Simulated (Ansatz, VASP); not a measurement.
# One calculation of Al2Si, two programs

```xyz
3
Lattice="1.7533 -5.2834 0.0000 1.7533 5.2834 0.0000 0.0000 0.0000 2.7682" Properties=species:S:1:pos:R:3 pbc="T T T"
Al    1.7533    3.7473    0.0000
Al    1.7533   -3.7473    0.0000
Si    1.7533    0.0000    1.3841
```

Alike in both runs: task relaxation of cell and atoms; functional PBE; k mesh 14 × 14 × 16; occupations gaussian, width 0.1 eV; no spin polarisation.

```csv
,VASP,Ansatz
version,VASP 6.6.1,Ansatz 0.2.0
potentials or method,"VASP PAW PBE potentials, release 64 (Al, Si), cutoff 600 eV","scalar-relativistic, plane waves, PAW"
valence electrons in the cell,10,10
```

Ansatz gave:

- gap on the k mesh at the Fermi level, each at its own relaxed structure (eV): none
- relaxed volume (Å³/atom): 17.08
- relaxed length of the cell vector where the two differ most in proportion (Å): 5.611

What did VASP give for the same quantities?

gap on the k mesh at the Fermi level, each at its own relaxed structure (eV): none; relaxed volume (Å³/atom): 17.08; relaxed length of the cell vector where the two differ most in proportion (Å): 5.613.

A gap of «none» marks a metal or a gap that the smearing closes.
